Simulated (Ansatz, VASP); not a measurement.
**ZnMoP: VASP beside Ansatz**

```
Zn Mo P
1.0
     4.40559    0.00000    0.00000
    -2.20280    3.81535    0.00000
     0.00000    0.00000    5.06227
Zn Mo P
2 2 2
Cartesian
  0.0000 0.0000 0.0000
  0.0000 0.0000 2.5311
  0.0000 2.5436 1.2656
  2.2028 1.2718 3.7967
  0.0000 2.5436 3.7967
  2.2028 1.2718 1.2656
```

Alike in both runs: functional PBE; k mesh 6 × 6 × 4; occupations gaussian, width 0.1 eV; no spin polarisation.

Ansatz relaxed the structure, and its values are those at the end. VASP's run is a single point on that final structure, the one shown.

```csv
,VASP,Ansatz
version,VASP 6.6.1,Ansatz 0.2.0
potentials or method,"VASP PAW PBE potentials, release 64 (Zn, Mo_sv, P), cutoff 520 eV","scalar-relativistic, plane waves, PAW"
valence electrons in the cell,62,62
```

Ansatz gave:

```
gap on the k mesh at the Fermi level (eV) : none
pressure (GPa)                            : -0.1
```

Problem. What did VASP give for the same quantities?

Solution. gap on the k mesh at the Fermi level (eV): none; pressure (GPa): 0.1.

A gap of «none» marks a metal or a gap that the smearing closes.
